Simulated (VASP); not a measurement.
The system is GaSb (zincblende type).

```xyz
2
Lattice="0.0000 3.1426 3.1426 3.1426 0.0000 3.1426 3.1426 3.1426 0.0000" Properties=species:S:1:pos:R:3 pbc="T T T"
Ga    0.0000    0.0000    0.0000
Sb    1.5713    1.5713    1.5713
```

```yaml
Program: VASP 6.6.1
Task: relaxation of cell and atoms
Functional: PBE
Potentials_or_basis: VASP PAW PBE potentials, release 64 (Ga_d, Sb)
Cutoff: 600 eV
k_mesh: 9 × 9 × 9
Occupations: fermi-dirac, width 0.08 eV
Spin: no spin polarisation
```

At the start: pressure -1.3 GPa; volume 31.04 Å³/atom.

How do energy, volume and symmetry change on relaxing?

Over 3 steps the energy falls by 4.4 meV/atom and the volume is 30.03 Å³/atom (-3.2 %); space group F-43m (No. 216, to 0.05 Å).

Step by step:
| step | energy change (eV) | largest force (eV/Å) | pressure (GPa) | volume (Å³) |
| --- | --- | --- | --- | --- |
| 1 | 0.0000 | 0.0000 | -1.35 | 62.07 |
| 2 | -0.0085 | 0.0000 | 0.23 | 59.76 |
| 3 | -0.0088 | 0.0000 | 0.02 | 60.06 |

Final structure:
```xyz
2
Lattice="0.0000 3.1083 3.1083 3.1083 0.0000 3.1083 3.1083 3.1083 0.0000" Properties=species:S:1:pos:R:3 pbc="T T T"
Ga    0.0000    0.0000    0.0000
Sb    1.5542    1.5542    1.5542
```
